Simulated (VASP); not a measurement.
## Hg: single point with PBE+U

The system is Hg.

```xyz
2
Lattice="3.4618 0.0000 0.0000 -1.7309 2.9980 0.0000 0.0000 0.0000 5.4875" Properties=species:S:1:pos:R:3 pbc="T T T"
Hg    1.7309    0.9993    4.1157
Hg    0.0000    1.9987    1.3719
```

```yaml
Program: VASP 6.6.1
Task: single point
Functional: PBE
Potentials_or_basis: VASP PAW PBE potentials, release 64 (Hg)
Cutoff: 520 eV
k_mesh: 6 × 6 × 4
Occupations: gaussian, width 0.1 eV
Spin: no spin polarisation
Hubbard_terms: Hg d U = 5.0 eV, J = 0.32 eV
Dipole_correction: no
LDAUTYPE: 1
Hund's_J: 0.32
Further_INCAR_settings: ALGO = Normal; EDIFF = 1e-06; NBANDS = 19
```

The pressure is 1.6 GPa and the band gap on the k mesh is zero (band 12 reaches 0.77 eV, above the bottom of band 13 at 0.76 eV).

Stress tensor (GPa, compression positive):
```
1.46 0.00 0.00
0.00 1.46 0.00
0.00 0.00 1.74
```

Levels at points of the mesh, in eV from the Fermi level:
```csv
k point,band 8,band 9,band 10,band 11,band 12,band 13,band 14,band 15,band 16,band 17
"(0.00, 0.00, 0.00)",-7.69,-7.22,-7.22,-6.99,-1.33,-0.09,11.23,11.23,12.89,13.16
"(0.50, 0.00, 0.00)",-7.22,-7.16,-7.14,-2.27,-1.46,2.78,3.61,4.32,6.67,6.85
"(0.00, 0.00, 0.50)",-7.37,-7.37,-7.37,-5.45,-5.45,6.69,6.69,12.27,12.27,12.27
"(0.50, 0.00, 0.50)",-7.20,-7.18,-7.18,-1.07,-1.07,0.52,0.52,8.63,8.63,9.53
```

Eigenvalues of the final occupation matrices:
| site | spin | trace | eigenvalues |
| --- | --- | --- | --- |
| site 1 d | 1 | 4.85 | 0.97 0.97 0.97 0.97 0.97 |
| site 1 d | 2 | 4.85 | 0.97 0.97 0.97 0.97 0.97 |
| site 2 d | 1 | 4.85 | 0.97 0.97 0.97 0.97 0.97 |
| site 2 d | 2 | 4.85 | 0.97 0.97 0.97 0.97 0.97 |

Wall time 16 s on 1 thread of Intel Xeon 6975P-C (shared host), peak memory 0.18 GiB.

Caveat: spin-orbit coupling is left out, which moves the levels of the heavy elements; U without spin polarisation on a metal has little footing; the U is typed as a test and isn't derived for this compound.
